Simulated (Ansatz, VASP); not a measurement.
# Ti in VASP and in Ansatz

The input INCAR:

```
SYSTEM = Ti
  ALGO = Normal
  EDIFF = 1E-7
  ENCUT = 520
  GGA = PS
  ISIF = 2
  ISMEAR = -1
  LASPH = .TRUE.
  LCHARG = .FALSE.
  LREAL = .FALSE.
  LWAVE = .FALSE.
  NBANDS = 19
  NELM = 80
  PREC = Accurate
  SIGMA = 0.08
```

KPOINTS

```
k-points
0
G
  13 13 7
  0 0 0
```

The input POSCAR:

```
Ti
1.0
    2.9101281370      0.0000000000      0.0000000000
   -1.4550640685      2.5202448949      0.0000000000
    0.0000000000      0.0000000000      4.6226679121
Ti
2
Direct
    0.3333333333      0.6666666667      0.2500000000
    0.6666666667      0.3333333333      0.7500000000
```

Input for Ansatz:

```yaml
crystal:
  lattice:
    - [2.910128137, 0.0, 0.0]
    - [-1.4550640685, 2.5202448949, 0.0]
    - [0.0, 0.0, 4.6226679121]
  atoms:
    - { symbol: Ti, position: [0.3333333333, 0.6666666667, 0.25] }
    - { symbol: Ti, position: [0.6666666667, 0.3333333333, 0.75] }
kpoints:
  mp_grid: { grid: [13, 13, 7] }
  band_path:
    path:
      - [0.0, 0.0, 0.0]
      - [0.5, 0.0, 0.0]
      - [0.3333333333, 0.3333333333, 0.0]
      - [0.0, 0.0, 0.0]
      - [0.0, 0.0, 0.5]
      - [0.5, 0.0, 0.5]
      - [0.3333333333, 0.3333333333, 0.5]
      - [0.0, 0.0, 0.5]
      - [0.5, 0.0, 0.5]
    npoints: 5
scf:
  occupations: { method: fermi_dirac, width: 0.08 }
hamiltonian:
  xc: pbesol
  pseudopotentials: { kind: all_electron, lapw: { basis_error: 0.0005 } }
output:
  forces: true
  stress: true
  eigenvalues: true
```

Change from the starting cell: volume scaled by 0.96.

Alike in both runs: task single point; functional PBEsol; k mesh 13 × 13 × 7; occupations fermi-dirac, width 0.08 eV; no spin polarisation.

|  | VASP | Ansatz |
| --- | --- | --- |
| version | VASP 6.6.1 | Ansatz 0.2.0 |
| potentials or method | VASP PAW PBE potentials, release 64 (Ti_sv), cutoff 520 eV | all-electron LAPW, scalar-relativistic |

Ansatz gave:

```
pressure (GPa)                                                : -1.5
traceless stress, the component that is largest in VASP (GPa) : -0.25
```

Q: Which values does VASP return?

A: Pressure (GPa): -1.8; traceless stress, the component that is largest in VASP (GPa): -0.25.

VASP's potentials were made for PBE, not for PBEsol. Ansatz ran all-electron here, and VASP with PAW potentials.
